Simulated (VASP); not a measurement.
MoS2, 6 atoms in the cell. The structure is hexagonal, space group P6_3/mmc (No. 194). The conventional cell has a = 3.468 Å, b = 3.468 Å, c = 12.608 Å, α = 90.00°, β = 90.00°, γ = 120.00°. Within 3.5 Å of Mo (site symmetry -6m2) lie 6 S at 2.62 Å and 6 Mo at 3.47 Å. Within 3.6 Å of S (site symmetry 3m) lie 3 Mo at 2.62 Å and 10 S at 3.39 to 3.54 Å. 

| Item | Value |
| --- | --- |
| Program | VASP 6.6.1 |
| Task | relaxation of cell and atoms |
| Functional | PBE |
| Dispersion | D3(BJ) |
| Potentials or basis | VASP PAW PBE potentials, release 64 (Mo_sv, S) |
| Cutoff | 600 eV |
| k mesh | 12 × 12 × 2 |
| Occupations | fermi-dirac, width 0.02 eV |
| Spin | no spin polarisation |
| Dipole correction | no |
| Further INCAR settings | ALGO = Normal; EDIFF = 1e-06; IBRION = 2; EDIFFG = -0.005; NSW = 80; ISIF = 3 |

Potentials or basis: VASP PAW PBE potentials, release 64 (Mo_sv, S).

Run with:

```bash
$ cat potpaw_PBE.64/Mo_sv/POTCAR potpaw_PBE.64/S/POTCAR > POTCAR
$ mpirun -np 1 vasp_std > vasp.out
```

Hardware: 1 thread of Oxide Virtual Turin-like Processor (shared host).

Task: How long does it take, and how much memory?

Result: Wall time 45 min on 1 thread of Oxide Virtual Turin-like Processor (shared host), peak memory 0.37 GiB. Counts: scf iterations 144, k points 38, ion steps 16.
